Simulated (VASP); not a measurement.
# Au (Fm-3m) in VASP: further runs

The runs below take Au through single point, relaxation of cell and atoms, with r2SCAN.

Program: VASP 6.6.1. These are calculated values, not measurements. Logs are shortened: lines on timing, memory, paths and dates and some standing lists are left out, and cuts for length are marked.

### 1 The cell of the first run

It takes space group Fm-3m (No. 225, cubic). The conventional cell has a = 4.124 Å, b = 4.124 Å, c = 4.124 Å, α = 90.00°, β = 90.00°, γ = 90.00°. Within 3.8 Å of Au (site symmetry m-3m) lie 12 Au at 2.92 Å.

### 2 Single point, r2SCAN

File POSCAR:

```
Au
1.0
    0.0000000000      2.0622005788      2.0622005788
    2.0622005788      0.0000000000      2.0622005788
    2.0622005788      2.0622005788      0.0000000000
Au
1
Direct
    0.0000000000      0.0000000000      0.0000000000
```

File INCAR.step1:

```
  PREC = Accurate
  ENCUT = 520
  ISMEAR = -1
  SIGMA = 0.1
  LREAL = F
  LASPH = T
  NELM = 60
  NBANDS = 12
  GGA = PE
  ALGO = Normal
  EDIFF = 1E-4
  LWAVE = T
  LCHARG = F
```

File INCAR.step2:

```
  PREC = Accurate
  ENCUT = 520
  EDIFF = 1E-6
  ISMEAR = -1
  SIGMA = 0.1
  LREAL = F
  LASPH = T
  NELM = 60
  ALGO = Normal
  ISIF = 2
  LWAVE = F
  LCHARG = F
  METAGGA = R2SCAN
  LMIXTAU = T
  NBANDS = 12
  ISTART = 1
```

File KPOINTS:

```
regular mesh
0
Gamma
  24 24 24
```

Potentials or basis: VASP PAW PBE potentials, release 64 (Au).

Command:

```
$ cat potpaw_PBE.64/Au/POTCAR > POTCAR
$ cp INCAR.step1 INCAR
$ mpirun -np 1 vasp_std > vasp.out
$ cp INCAR.step2 INCAR
$ mpirun -np 1 vasp_std > vasp.out
```

OUTCAR:

```text
PREC = Accurate
   ENCUT = 520
   EDIFF = 1E-6
   ISMEAR = -1
   LREAL = F
   LASPH = T
   NELM = 60
   ISIF = 2
   METAGGA = R2SCAN
   ISTART = 1

 ion  position               nearest neighbor table
   1  0.000  0.000  0.000-

  LATTYP: Found a face centered cubic cell.
 ALAT       =     4.1244011576

  Lattice vectors:

 A1 = (   0.0000000000,   2.0622005788,   2.0622005788)
 A2 = (   2.0622005788,   0.0000000000,   2.0622005788)
 A3 = (   2.0622005788,   2.0622005788,   0.0000000000)

Analysis of symmetry for initial positions (statically):
=====================================================================
 Subroutine PRICEL returns:
 Original cell was already a primitive cell.

 Routine SETGRP: Setting up the symmetry group for a
 face centered cubic supercell.

 Subroutine GETGRP returns: Found 48 space group operations
 (whereof 48 operations were pure point group operations)
 out of a pool of 48 trial point group operations.

The static configuration has the point symmetry O_h .

Analysis of symmetry for dynamics (positions and initial velocities):
=====================================================================
 Subroutine PRICEL returns:
 Original cell was already a primitive cell.

 Routine SETGRP: Setting up the symmetry group for a
 face centered cubic supercell.

 Subroutine GETGRP returns: Found 48 space group operations
 (whereof 48 operations were pure point group operations)
 out of a pool of 48 trial point group operations.

The dynamic configuration has the point symmetry O_h .

 Subroutine INISYM returns: Found 48 space group operations
 (whereof 48 operations are pure point group operations),
 and found     1 'primitive' translations

----------------------------------------------------------------------------------------

                                     Primitive cell

  volume of cell :      17.5397

  direct lattice vectors                    reciprocal lattice vectors
     0.000000000  2.062200579  2.062200579    -0.242459441  0.242459441  0.242459441
     2.062200579  0.000000000  2.062200579     0.242459441 -0.242459441  0.242459441
     2.062200579  2.062200579  0.000000000     0.242459441  0.242459441 -0.242459441

  length of vectors
     2.916392027  2.916392027  2.916392027     0.419952071  0.419952071  0.419952071

  position of ions in fractional coordinates (direct lattice)
     0.000000000  0.000000000  0.000000000

  ion indices of the primitive-cell ions
   primitive index   ion index
                 1           1

----------------------------------------------------------------------------------------

 KPOINTS: regular mesh

Automatic generation of k-mesh.
 Grid dimensions read from file:
 generate k-points for:   24   24   24

 Generating k-lattice:

  Cartesian coordinates                     Fractional coordinates (reciprocal lattice)
    -0.010102477  0.010102477  0.010102477     0.041666667  0.000000000  0.000000000
     0.010102477 -0.010102477  0.010102477     0.000000000  0.041666667  0.000000000
     0.010102477  0.010102477 -0.010102477     0.000000000  0.000000000  0.041666667

  Length of vectors
     0.017498003  0.017498003  0.017498003

  Shift w.r.t. Gamma in fractional coordinates (k-lattice)
     0.000000000  0.000000000  0.000000000

 Subroutine IBZKPT returns following result:
 ===========================================

 Found    413 irreducible k-points:

 Following reciprocal coordinates:
            Coordinates               Weight
  0.000000  0.000000  0.000000      1.000000
  0.041667  0.000000  0.000000      8.000000
  0.083333  0.000000  0.000000      8.000000
  0.125000  0.000000  0.000000      8.000000
  0.166667  0.000000  0.000000      8.000000
  0.208333  0.000000  0.000000      8.000000
[... 16 lines left out ...]
  0.416667  0.041667  0.000000     24.000000
  0.458333  0.041667  0.000000     24.000000
 [... further k-points ...]
   k-points           NKPTS =    413   k-points in BZ     NKDIM =    413   number of bands    NBANDS=     12
   number of dos      NEDOS =    301   number of ions     NIONS =      1
   total plane-waves  NPLWV =  13824
   dimension x,y,z NGX =    24 NGY =   24 NGZ =   24
   dimension x,y,z NGXF=    48 NGYF=   48 NGZF=   48
   ions per type =               1
   NGX,Y,Z   is equivalent  to a cutoff of  13.68, 13.68, 13.68 a.u.
   NGXF,Y,Z  is equivalent  to a cutoff of  27.36, 27.36, 27.36 a.u.
 SYSTEM =  unknown system
   PREC   = accura    normal or accurate (medium, high low for compatibility)
   ISTART =      1    job   : 0-new  1-cont  2-samecut
   ICHARG =      0    charge: 1-file 2-atom 10-const
   ISPIN  =      1    spin polarized calculation?
   LNONCOLLINEAR =      F non collinear calculations
   LSORBIT =      F    spin-orbit coupling
   LASPH  =      T    aspherical Exc in radial PAW
   ENCUT  =  520.0 eV  38.22 Ry    6.18 a.u.   5.42  5.42  5.42*2*pi/ulx,y,z
   NELM   =     60;   NELMIN=  2; NELMDL=  0     # of ELM steps
   EDIFF  = 0.1E-05   stopping-criterion for ELM
   LREAL  =      F    real-space projection
[... 7 lines left out ...]
   TEBEG  =    0.0;   TEEND  =   0.0 temperature during run
   PSTRESS=    0.0 pullay stress
   NELECT =      11.0000    total number of electrons
   NUPDOWN=      -1.0000    fix difference up-down
   EMIN   =  10.00;   EMAX   =-10.00  energy-range for DOS
   EFERMI =   0.00;   METHOD = LEGACY
   ISMEAR =    -1;   SIGMA  =   0.10  broadening in eV -4-tet -1-fermi 0-gaus
   EFERMI_NEDOS =   21; number of points for ismear=-14 and -15
   IALGO  =     38    algorithm
   IMIX   =      4    mixing-type and parameters
     AMIX     =   0.40;   BMIX     =  1.00
     AMIX_MAG =   1.60;   BMIX_MAG =  1.00
  volume/ion in A,a.u.               =      17.54       118.36
  Fermi-wavevector in a.u.,A,eV,Ry     =   1.401301  2.648075 26.717012  1.963645
  Thomas-Fermi vector in A             =   2.524176
   LORBIT       =      0    0 simple, 1 ext, 2 COOP (PROOUT), +10 PAW based schemes
   METAGGA = R2SCAN    functional components
   LHFCALC =     F    Hartree Fock is set to
   AEXX    =    0.0000 exact exchange contribution
   IVDW    =     0    specifies the selected vdW correction
   LEPSILON=     F    determine dielectric tensor
   LRPA    =     F    only Hartree local field effects (RPA)
 non-spin polarized calculation
  energy-cutoff  :      520.00
  volume of cell :       17.54
 maximum number of plane-waves:       495
 NGX is ok and might be reduce to    24
   NGX = 11   NGY = 11   NGZ = 11

 number of electron      11.0000001 magnetization

 Free energy of the ion-electron system (eV)
  ---------------------------------------------------
  ext. energy  EPLUGINS =         0.00000000
  ---------------------------------------------------
  free energy    TOTEN  =       -50.60018139 eV

  energy without entropy =      -50.59211732  energy(sigma->0) =      -50.59614935

 E-fermi :   8.8796     XC(G=0): -13.4255

 val. band max:        8.8665108496   @ k =   0.5000   0.0833   0.0000
 cond. band min:       8.9117023707   @ k =   0.5000   0.2500   0.0833
 fundamental gap:      0.0451915211
 Fermi energy:         8.8796459098

 k-point     1 :       0.0000    0.0000    0.0000
  band No.  band energies     occupation
      1      -0.9251      2.00000
      2       4.0621      2.00000
      3       4.0621      2.00000
      4       4.0621      2.00000
      5       5.5182      2.00000
      6       5.5182      2.00000
      7      24.2082      0.00000
      8      28.1255      0.00000
      9      28.1255      0.00000
     10      28.1255      0.00000
     11      33.3052      0.00000
     12      37.4537      0.00000

 k-point     2 :       0.0417    0.0000    0.0000
  band No.  band energies     occupation
      1      -0.8636      2.00000
      2       4.0428      2.00000
      3       4.0831      2.00000
      4       4.0831      2.00000
      5       5.5087      2.00000
      6       5.5087      2.00000
      7      24.2773      0.00000
      8      27.6918      0.00000
      9      28.1934      0.00000
     10      28.1934      0.00000
     11      33.6745      0.00000
     12      36.5620      0.00000

 k-point     3 :       0.0833    0.0000    0.0000
  band No.  band energies     occupation
      1      -0.6816      2.00000
      2       3.9903      2.00000
      3       4.1419      2.00000
      4       4.1419      2.00000
      5       5.4855      2.00000
      6       5.4855      2.00000
      7      24.4563      0.00000
      8      26.6742      0.00000
      9      28.3895      0.00000
     10      28.3896      0.00000
     11      33.9509      0.00000
     12      35.9008      0.00000
[... 286 lines left out ...]
 k-point    23 :       0.4167    0.0417    0.0000
  band No.  band energies     occupation
      1       1.5691      2.00000
      2       4.0563      2.00000
      3       4.1330      2.00000
      4       5.8868      2.00000
      5       6.5708      2.00000
      6       6.9694      2.00000
      7      14.2456      0.00000
      8      24.0432      0.00000
      9      26.6505      0.00000
     10      27.2200      0.00000
     11      33.8543      0.00000
     12      33.9360      0.00000

 k-point    24 :       0.4583    0.0417    0.0000
  band No.  band energies     occupation
      1       1.5724      2.00000
      2       4.0110      2.00000
      3       4.0830      2.00000
      4       6.2692      2.00000
      5       6.6800      2.00000
      6       7.7656      1.99997
      7      12.8431      0.00000
      8      23.8361      0.00000
      9      26.4245      0.00000
     10      26.6649      0.00000
     11      34.1598      0.00000
     12      34.3206      0.00000

 [... further k-points ...]
[... 5 lines left out ...]
  --------------------------------------------------------------------------------------
  -------------------------------------------------------------------------------------
  Total        0.0310579      0.0310579      0.0310579     -0.0000000     -0.0000000      0.0000000
  in kB        2.8370039      2.8370039      2.8370039     -0.0000000     -0.0000000      0.0000000
  external PRESSURE =       2.8370039 kB  Pullay stress =       0.0000000 kB

 VOLUME and BASIS-vectors are now :
 -----------------------------------------------------------------------------
  energy-cutoff  :      520.00
  volume of cell :       17.54
      direct lattice vectors                 reciprocal lattice vectors
     0.000000000  2.062200579  2.062200579    -0.242459441  0.242459441  0.242459441
     2.062200579  0.000000000  2.062200579     0.242459441 -0.242459441  0.242459441
     2.062200579  2.062200579  0.000000000     0.242459441  0.242459441 -0.242459441

 POSITION                                       TOTAL-FORCE (eV/Angst)
 -----------------------------------------------------------------------------------
      0.00000      0.00000      0.00000         0.000000      0.000000      0.000000
 -----------------------------------------------------------------------------------
    total drift:                                0.000000     -0.000000     -0.000000

  FREE ENERGIE OF THE ION-ELECTRON SYSTEM (eV)
  ---------------------------------------------------
  free  energy   TOTEN  =       -50.6001813896 eV

  energy  without entropy=      -50.5921173173  energy(sigma->0) =      -50.59614935
```

It took 2.2 min on 1 thread of Intel Xeon Platinum 8488C (Sapphire Rapids), shared host; peak memory 0.21 GiB.

What came out:

| Property | Result |
| --- | --- |
| Free energy | -50.6002 eV |
| Pressure | 0.3 GPa |
| Band gap on the k mesh | zero (an odd number of electrons rules out a gap without spin polarisation) |

Caveat: the PAW data sets were made with another functional, which shifts forces and pressure a little; spin-orbit coupling is left out, which moves the levels of the heavy elements.

(Part 1 of 2 ends here.)
